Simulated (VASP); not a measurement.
Write the native input for VASP 6.6.1 that does the following.

| Property | Result |
| --- | --- |
| Task | single point |
| Functional | PBE |
| Dispersion | D3(BJ) |
| Potentials or basis | VASP PAW PBE potentials, release 64 (Ir) |
| Cutoff | 520 eV |
| k mesh | 4 × 4 × 1 |
| Occupations | gaussian, width 0.05 eV |
| Spin | no spin polarisation |
| Dipole correction | no |
| Further INCAR settings | ALGO = Normal; EDIFF = 1e-06; NBANDS = 70 |

The structure of Ir lies in POSCAR:

```
Ir
1.0
    5.4305800000      0.0000000000      0.0000000000
    2.7152900000      4.7030200000      0.0000000000
    0.0000000000      0.0000000000     16.4340500000
Ir
13
Direct
    0.1666666312      0.1666667375      0.0608492733
    0.6666666312      0.1666667375      0.0608492733
    0.1666666312      0.6666667375      0.0608492733
    0.6666666312      0.6666667375      0.0608492733
   -0.1680676159      0.3353651484      0.1946654659
    0.3338593462      0.3338229478      0.1910162741
   -0.1637442029      0.8362141773      0.1952950125
    0.3353963691      0.8319071575      0.1946832339
    0.0028399353      0.0027777896      0.3285949599
    0.5091283742     -0.0190949645      0.3267921784
   -0.0190143327      0.5090586474      0.3267957685
    0.4894519235      0.4894240297      0.3271554486
    1.2340005749      0.2339990049      0.4456481512
```

The input as run:

INCAR

```
PREC = Accurate
ENCUT = 520
EDIFF = 1E-6
ISMEAR = 0
SIGMA = 0.05
LREAL = False
LASPH = True
NELM = 100
ALGO = Normal
ISIF = 2
LWAVE = False
LCHARG = True
GGA = PE
IVDW = 12
LELF = True
LVHAR = True
NBANDS = 70
```

KPOINTS

```
Automatic mesh
0
Gamma
  4 4 1
```

Potentials or basis: VASP PAW PBE potentials, release 64 (Ir).

Command:

```sh
$ cat potpaw_PBE.64/Ir/POTCAR > POTCAR
$ mpirun -np 1 vasp_std > vasp.out
```

Results of the run:

The largest force is 0.189 eV/Å. The band gap on the k mesh is zero (an odd number of electrons rules out a gap without spin polarisation) and the dispersion energy per atom is -0.494 eV.

Caveat: there is no dipole correction, which matters where the two faces differ; spin-orbit coupling is left out, which moves the levels of the heavy elements.

It took 11 min on 1 thread of Intel(R) Xeon(R) Platinum 8488C (Sapphire Rapids), with other jobs on the host, peak memory 0.56 GiB.
